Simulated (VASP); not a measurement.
# TaAl5 (P6/mmm) in VASP: notebook

Runs on TaAl5. Level: PBE. Tasks: single point, relaxation of cell and atoms.

Program: VASP 6.6.1. These are calculated values, not measurements. Logs are shortened: lines on timing, memory, paths and dates and some standing lists are left out, and cuts for length are marked.

**1. The cell of the first run**

It takes space group P6/mmm (No. 191, hexagonal). Conventional cell: a = 5.192 Å, b = 5.192 Å, c = 4.244 Å, α = 90.00°, β = 90.00°, γ = 120.00°. Ta (site symmetry 6/mmm) has 18 Al at 3.00 to 3.35 Å within 3.9 Å. Al (site symmetry mmm) has 8 Al at 2.60 Å and 4 Ta at 3.35 Å within 3.4 Å. Al (site symmetry -6m2) has 9 Al at 2.60 to 3.00 Å and 3 Ta at 3.00 Å within 3.4 Å.

The cell was built from a structure type or drawn by symmetry, and may not be a known phase.

**2. Single point, PBE**

Contents of INCAR:

```
  PREC = Accurate
  ENCUT = 520
  EDIFF = 1E-6
  ISMEAR = 0
  SIGMA = 0.1
  LREAL = False
  LASPH = True
  NELM = 60
  ALGO = Fast
  ISIF = 2
  LWAVE = False
  LCHARG = False
  GGA = PE
  NBANDS = 22
```

Contents of KPOINTS:

```
regular mesh
0
Gamma
  6 6 4
```

Contents of POSCAR:

```
TaAl5
1.0
    5.1924897100      0.0000000000      0.0000000000
   -2.5962448600      4.4968280000      0.0000000000
    0.0000000000      0.0000000000      4.2442477600
Ta Al
1 5
Direct
    0.0000000000      0.0000000000      0.0000000000
    0.0000000000      0.5000000000      0.5000000000
    0.3333333300      0.6666666700      0.0000000000
    0.6666666700      0.3333333300      0.0000000000
    0.5000000000      0.0000000000      0.5000000000
    0.5000000000      0.5000000000      0.5000000000
```

Potentials or basis: VASP PAW PBE potentials, release 64 (Ta_pv, Al).

Started as:

```bash
$ cat potpaw_PBE.64/Ta_pv/POTCAR potpaw_PBE.64/Al/POTCAR > POTCAR
$ mpirun -np 1 vasp_std > vasp.out
```

OUTCAR:

```text
PREC = Accurate
   ENCUT = 520
   EDIFF = 1E-6
   ISMEAR = 0
   LREAL = False
   LASPH = True
   NELM = 60
   ISIF = 2
   GGA = PE

 ion  position               nearest neighbor table
   1  0.000  0.000  0.000-   3 3.00   4 3.00   4 3.00   3 3.00   4 3.00   3 3.00   6 3.35   6 3.35
                             6 3.35   6 3.35   5 3.35   5 3.35   5 3.35   5 3.35   2 3.35   2 3.35
   2  0.000  0.500  0.500-   5 2.60   5 2.60   6 2.60   6 2.60   3 2.60   4 2.60   3 2.60   4 2.60
                             1 3.35   1 3.35   1 3.35   1 3.35
   3  0.333  0.667  0.000-   2 2.60   2 2.60   5 2.60   5 2.60   6 2.60   6 2.60   4 3.00   4 3.00
                             1 3.00   1 3.00   1 3.00   4 3.00
   4  0.667  0.333  0.000-   2 2.60   2 2.60   5 2.60   5 2.60   6 2.60   6 2.60   3 3.00   3 3.00
                             1 3.00   1 3.00   1 3.00   3 3.00
   5  0.500  0.000  0.500-   2 2.60   2 2.60   6 2.60   6 2.60   3 2.60   4 2.60   4 2.60   3 2.60
                             1 3.35   1 3.35   1 3.35   1 3.35
   6  0.500  0.500  0.500-   2 2.60   2 2.60   5 2.60   5 2.60   3 2.60   4 2.60   4 2.60   3 2.60
                             1 3.35   1 3.35   1 3.35   1 3.35

  LATTYP: Found a hexagonal cell.
 ALAT       =     5.1924897100
 C/A-ratio  =     0.8173820262

  Lattice vectors:

 A1 = (   5.1924897100,   0.0000000000,   0.0000000000)
 A2 = (  -2.5962448600,   4.4968280000,   0.0000000000)
 A3 = (   0.0000000000,   0.0000000000,   4.2442477600)

Analysis of symmetry for initial positions (statically):
=====================================================================
 Subroutine PRICEL returns:
 Original cell was already a primitive cell.

 Routine SETGRP: Setting up the symmetry group for a
 hexagonal supercell.

 Subroutine GETGRP returns: Found 24 space group operations
 (whereof 24 operations were pure point group operations)
 out of a pool of 24 trial point group operations.

The static configuration has the point symmetry D_6h.

Analysis of symmetry for dynamics (positions and initial velocities):
=====================================================================
 Subroutine PRICEL returns:
 Original cell was already a primitive cell.

 Routine SETGRP: Setting up the symmetry group for a
 hexagonal supercell.

 Subroutine GETGRP returns: Found 24 space group operations
 (whereof 24 operations were pure point group operations)
 out of a pool of 24 trial point group operations.

The dynamic configuration has the point symmetry D_6h.

 Subroutine INISYM returns: Found 24 space group operations
 (whereof 24 operations are pure point group operations),
 and found     1 'primitive' translations

[... 104 lines left out ...]
   ISIF   =      2    stress and relaxation
   ISYM   =      2    0-nonsym 1-usesym 2-fastsym
   POTIM  = 0.5000    time-step for ionic-motion
   TEBEG  =    0.0;   TEEND  =   0.0 temperature during run
   PSTRESS=    0.0 pullay stress
   NELECT =      26.0000    total number of electrons
   NUPDOWN=      -1.0000    fix difference up-down
   EMIN   =  10.00;   EMAX   =-10.00  energy-range for DOS
   EFERMI =   0.00;   METHOD = LEGACY
   ISMEAR =     0;   SIGMA  =   0.10  broadening in eV -4-tet -1-fermi 0-gaus
   EFERMI_NEDOS =   21; number of points for ismear=-14 and -15
   IALGO  =     68    algorithm
   IMIX   =      4    mixing-type and parameters
     AMIX     =   0.40;   BMIX     =  1.00
     AMIX_MAG =   1.60;   BMIX_MAG =  1.00
  volume/ion in A,a.u.               =      16.52       111.46
  Fermi-wavevector in a.u.,A,eV,Ry     =   1.048025  1.980480 14.944052  1.098357
  Thomas-Fermi vector in A             =   2.182930
   LORBIT       =      0    0 simple, 1 ext, 2 COOP (PROOUT), +10 PAW based schemes
   GGA     = PE    functional components
   LHFCALC =     F    Hartree Fock is set to
   AEXX    =    0.0000 exact exchange contribution
   IVDW    =     0    specifies the selected vdW correction
   LEPSILON=     F    determine dielectric tensor
   LRPA    =     F    only Hartree local field effects (RPA)
 non-spin polarized calculation
 RMM-DIIS sequential band-by-band and
 Gauss-broadening in eV      SIGMA  =   0.10
  energy-cutoff  :      520.00
  volume of cell :       99.10
 maximum number of plane-waves:      2691
 NGX is ok and might be reduce to    40
   NGX = 19   NGY = 19   NGZ = 15

 number of electron      25.9999999 magnetization

 Free energy of the ion-electron system (eV)
  ---------------------------------------------------
  ext. energy  EPLUGINS =         0.00000000
  ---------------------------------------------------
  free energy    TOTEN  =       -28.86519349 eV

  energy without entropy =      -28.84418295  energy(sigma->0) =      -28.85468822

 E-fermi :   7.6436     XC(G=0): -10.6596

 val. band max:        7.6239066372   @ k =   0.1667   0.1667   0.2500
 cond. band min:       7.6719940191   @ k =   0.0000   0.0000   0.0000
 fundamental gap:      0.0480873819
 Fermi energy:         7.6435722861

 k-point     1 :       0.0000    0.0000    0.0000
  band No.  band energies     occupation
      1     -27.4467      2.00000
      2     -27.2302      2.00000
      3     -27.2302      2.00000
      4      -3.5253      2.00000
      5       1.8823      2.00000
      6       2.8402      2.00000
[... 514 lines left out ...]
     21      12.6412      0.00000
     22      13.7443      0.00000

------------------------ aborting loop because EDIFF is reached ----------------------------------------

  FORCE on cell =-STRESS in cart. coord.  units (eV):
  Direction    XX          YY          ZZ          XY          YZ          ZX
  --------------------------------------------------------------------------------------
  -------------------------------------------------------------------------------------
  Total       -0.3332591     -0.3332591      3.8504614      0.0000000     -0.0000000      0.0000000
  in kB       -5.3877809     -5.3877809     62.2501931      0.0000000     -0.0000000      0.0000000
  external PRESSURE =      17.1582105 kB  Pullay stress =       0.0000000 kB

 VOLUME and BASIS-vectors are now :
 -----------------------------------------------------------------------------
  energy-cutoff  :      520.00
  volume of cell :       99.10
      direct lattice vectors                 reciprocal lattice vectors
     5.192489710  0.000000000  0.000000000     0.192585841  0.111189488  0.000000000
    -2.596244860  4.496828000  0.000000000     0.000000000  0.222378975  0.000000000
     0.000000000  0.000000000  4.244247760     0.000000000  0.000000000  0.235613012

 POSITION                                       TOTAL-FORCE (eV/Angst)
 -----------------------------------------------------------------------------------
      0.00000      0.00000      0.00000        -0.000000      0.000000      0.000000
     -1.29812      2.24841      2.12212        -0.000000      0.000000      0.000000
     -0.00000      2.99789      0.00000        -0.000000      0.000000      0.000000
      2.59624      1.49894      0.00000         0.000000     -0.000000     -0.000000
      2.59624      0.00000      2.12212        -0.000000      0.000000      0.000000
      1.29812      2.24841      2.12212        -0.000000      0.000000      0.000000
 -----------------------------------------------------------------------------------
    total drift:                               -0.000000      0.000000     -0.000000

  FREE ENERGIE OF THE ION-ELECTRON SYSTEM (eV)
  ---------------------------------------------------
  free  energy   TOTEN  =       -28.8651934910 eV

  energy  without entropy=      -28.8441829468  energy(sigma->0) =      -28.85468822
```

OSZICAR:

```text
N       E                     dE             d eps       ncg     rms          rms(c)
DAV:   1     0.927305085530E+02    0.92731E+02   -0.11255E+04   932   0.101E+03
DAV:   2    -0.281924056081E+02   -0.12092E+03   -0.11800E+03  1104   0.214E+02
DAV:   3    -0.317510634396E+02   -0.35587E+01   -0.35026E+01  1268   0.324E+01
DAV:   4    -0.318063518049E+02   -0.55288E-01   -0.55167E-01  1102   0.410E+00
DAV:   5    -0.318074696538E+02   -0.11178E-02   -0.11175E-02  1224   0.649E-01    0.104E+01
RMM:   6    -0.292759024198E+02    0.25316E+01   -0.10823E+01  1017   0.121E+01    0.388E+00
RMM:   7    -0.289127746763E+02    0.36313E+00   -0.86502E-01  1002   0.448E+00    0.254E+00
RMM:   8    -0.288721891377E+02    0.40586E-01   -0.18644E-01  1116   0.189E+00    0.521E-01
RMM:   9    -0.288666006078E+02    0.55885E-02   -0.62181E-02  1098   0.883E-01    0.287E-01
RMM:  10    -0.288651399621E+02    0.14606E-02   -0.97965E-03  1089   0.484E-01    0.144E-01
RMM:  11    -0.288654179203E+02   -0.27796E-03   -0.38177E-03  1151   0.254E-01    0.132E-01
RMM:  12    -0.288651845138E+02    0.23341E-03   -0.95693E-04  1050   0.162E-01    0.437E-02
RMM:  13    -0.288651960015E+02   -0.11488E-04   -0.26885E-04  1165   0.814E-02    0.521E-02
RMM:  14    -0.288652004098E+02   -0.44083E-05   -0.54931E-05  1233   0.356E-02    0.821E-02
RMM:  15    -0.288651940778E+02    0.63320E-05   -0.85764E-06  1000   0.137E-02    0.405E-02
RMM:  16    -0.288651934910E+02    0.58684E-06   -0.26930E-06   853   0.680E-03
   1 F= -.28865193E+02 E0= -.28854688E+02  d E =-.210105E-01
```

Wall time 40 s (1 thread of Intel Xeon Platinum 8124M at 3.00GHz (Skylake/Cascade Lake), shared host); peak memory 0.23 GiB.

What came out:

| Item | Value |
| --- | --- |
| Free energy | -28.8652 eV |
| Pressure | 1.7 GPa |
| Band gap on the k mesh | zero (bands 13 and 14 overlap by 0.98 eV) |

Caveat: the k points lie up to 0.37 Å⁻¹ apart, too coarse for converged energies and pressures of a metal; spin-orbit coupling is left out, which moves the levels of the heavy elements.

**3. Single point, PBE**

This run uses another cell than the first one, of 16.81 Å³/atom.

Contents of INCAR:

```
  ALGO = Fast
  EDIFF = 1E-6
  ENCUT = 520
  GGA = PE
  ISIF = 2
  ISMEAR = 0
  LASPH = T
  LCHARG = F
  LREAL = F
  LWAVE = F
  NBANDS = 22
  NELM = 80
  PREC = Accurate
  SIGMA = 0.1
```

Contents of KPOINTS:

```
k-points
0
Gamma
  12 12 10
```

Contents of POSCAR:

```
TaAl5
1.0
    5.1156900575      0.0000000028      0.0000000000
   -2.5578450312      4.4303175462      0.0000000000
    0.0000000000      0.0000000000      4.4513674231
Ta Al
1 5
Direct
    0.0000000000      0.0000000000      0.0000000000
    0.0000000000      0.5000000000      0.5000000000
    0.3333333333      0.6666666667      0.0000000000
    0.6666666667      0.3333333333      0.0000000000
    0.5000000000      0.0000000000      0.5000000000
    0.5000000000      0.5000000000      0.5000000000
```

Potentials or basis: VASP PAW PBE potentials, release 64 (Ta_pv, Al).

Started as:

```bash
$ cat potpaw_PBE.64/Ta_pv/POTCAR potpaw_PBE.64/Al/POTCAR > POTCAR
$ mpirun -np 1 vasp_std > vasp.out
```

It took 3.9 min on 1 thread of Intel Xeon Platinum 8124M at 3.00GHz (Skylake/Cascade Lake), shared host; peak memory 0.39 GiB.

It converged, with:

```yaml
Free_energy: -28.8900 eV
Pressure: 0.0 GPa
Band_gap_on_the_k_mesh: zero (bands 13 and 14 overlap by 1.21 eV)
```

Levels at points of the mesh, in eV from the Fermi level:
| k point | band 10 | band 11 | band 12 | band 13 | band 14 | band 15 | band 16 | band 17 |
| --- | --- | --- | --- | --- | --- | --- | --- | --- |
| (0.00, 0.00, 0.00) | -2.23 | -2.23 | -1.08 | -0.05 | -0.05 | 1.05 | 1.93 | 1.93 |
| (0.50, 0.00, 0.00) | -1.89 | -1.76 | -0.98 | -0.69 | -0.23 | 1.67 | 1.81 | 2.14 |
| (0.00, 0.00, 0.50) | -2.49 | -2.15 | -1.76 | -1.76 | 0.45 | 0.45 | 0.78 | 1.28 |
| (0.50, 0.00, 0.50) | -2.95 | -2.54 | -0.50 | 0.45 | 0.96 | 2.08 | 2.30 | 2.69 |

Caveat: spin-orbit coupling is left out, which moves the levels of the heavy elements.

**4. Relaxation of cell and atoms, PBE**

Contents of INCAR:

```
ALGO = Fast ; EDIFF = 1E-6
EDIFFG = -0.01 ; ENCUT = 600
GGA = PE ; IBRION = 2
ISIF = 3 ; ISMEAR = 0
LASPH = T ; LCHARG = F
LREAL = F ; LWAVE = F
NELM = 80 ; NSW = 100
PREC = Accurate ; SIGMA = 0.1
```

KPOINTS is that of step 3.

Contents of POSCAR:

```
TaAl5
1.0
    5.1924897100      0.0000000000      0.0000000000
   -2.5962448600      4.4968280000      0.0000000000
    0.0000000000      0.0000000000      4.2442477600
Ta Al
1 5
Direct
    0.0000000000      0.0000000000      0.0000000000
    0.0000000000      0.5000000000      0.5000000000
    0.3333333300      0.6666666700      0.0000000000
    0.6666666700      0.3333333300      0.0000000000
    0.5000000000      0.0000000000      0.5000000000
    0.5000000000      0.5000000000      0.5000000000
```

Started as:

```bash
$ cat potpaw_PBE.64/Ta_pv/POTCAR potpaw_PBE.64/Al/POTCAR > POTCAR
$ mpirun -np 1 vasp_std > vasp.out
```

Wall time 15 min (1 thread of Intel Xeon Platinum 8124M at 3.00GHz (Skylake/Cascade Lake), shared host); peak memory 0.42 GiB.

The run converged. Its results:

```
Free energy                           : -28.8905 eV
Relaxed volume                        : 16.82 Å³/atom
Relaxed cell                          : a = 5.116 Å, b = 5.116 Å, c = 4.452 Å, α = 90.00°, β = 90.00°, γ = 120.00°
Space group after relaxing (to 0.1 Å) : P6/mmm (No. 191)
Energy gained by relaxing             : 19.6 meV/atom
Ionic steps                           : 7
Pressure after relaxing               : 0.0 GPa
Band gap on the k mesh                : zero (bands 13 and 14 overlap by 1.21 eV)
```

The path:
```tsv
step	energy change (eV)	largest force (eV/Å)	pressure (GPa)	volume (Å³)
1	0.0000	0.0000	1.63	99.10
2	-0.1040	0.0000	-0.77	101.46
3	-0.1099	0.0000	-1.37	102.22
4	-0.1152	0.0000	0.69	100.26
5	-0.1173	0.0000	-0.04	100.93
6	-0.1173	0.0000	-0.07	100.96
7	-0.1174	0.0000	-0.04	100.91
```

Final structure:
```
Ta Al
1.0
     5.11590    0.00000    0.00000
    -2.55795    4.43050    0.00000
     0.00000    0.00000    4.45183
Ta Al
1 5
Direct
  0.00000 0.00000 0.00000
  0.00000 0.50000 0.50000
  0.33333 0.66667 0.00000
  0.66667 0.33333 0.00000
  0.50000 0.00000 0.50000
  0.50000 0.50000 0.50000
```

Levels at points of the mesh, in eV from the Fermi level:
```tsv
k point	band 9	band 10	band 11	band 12	band 13	band 14	band 15	band 16	band 17
(0.00, 0.00, 0.00)	-3.74	-2.23	-2.23	-1.08	-0.05	-0.05	1.05	1.93	1.93
(0.50, 0.00, 0.00)	-2.20	-1.89	-1.76	-0.98	-0.69	-0.23	1.67	1.81	2.14
(0.00, 0.00, 0.50)	-2.48	-2.48	-2.15	-1.76	-1.76	0.45	0.45	0.78	1.28
(0.50, 0.00, 0.50)	-3.09	-2.95	-2.54	-0.50	0.45	0.96	2.08	2.30	2.69
```

Caveat: spin-orbit coupling is left out, which moves the levels of the heavy elements.

**5. The runs side by side**

| task | cell | k mesh | cutoff (eV) | gap on the mesh (eV) | pressure (GPa) |
| --- | --- | --- | --- | --- | --- |
| single point | a = 5.192, b = 5.192, c = 4.244 Å, angles 90.0, 90.0, 120.0°, 6 atoms | 6 × 6 × 4 | 520 | none | 1.7 |
| single point | a = 5.116, b = 5.116, c = 4.451 Å, angles 90.0, 90.0, 120.0°, 6 atoms | 12 × 12 × 10 | 520 | none | 0.0 |
| relaxation of cell and atoms | relaxed from a = 5.192, b = 5.192, c = 4.244 Å, angles 90.0, 90.0, 120.0°, 6 atoms | 12 × 12 × 10 | 600 | none | 0.0 |

Alike in all rows: level PBE; potentials or basis VASP PAW PBE potentials, release 64 (Ta_pv, Al); no spin polarisation; smearing gaussian 0.1 eV.

Caveats: some runs use coarse meshes; spin-orbit coupling is left out, which moves the levels of the heavy elements.

Total energies depend on the potentials used, so only differences within one code and one set of settings carry meaning.
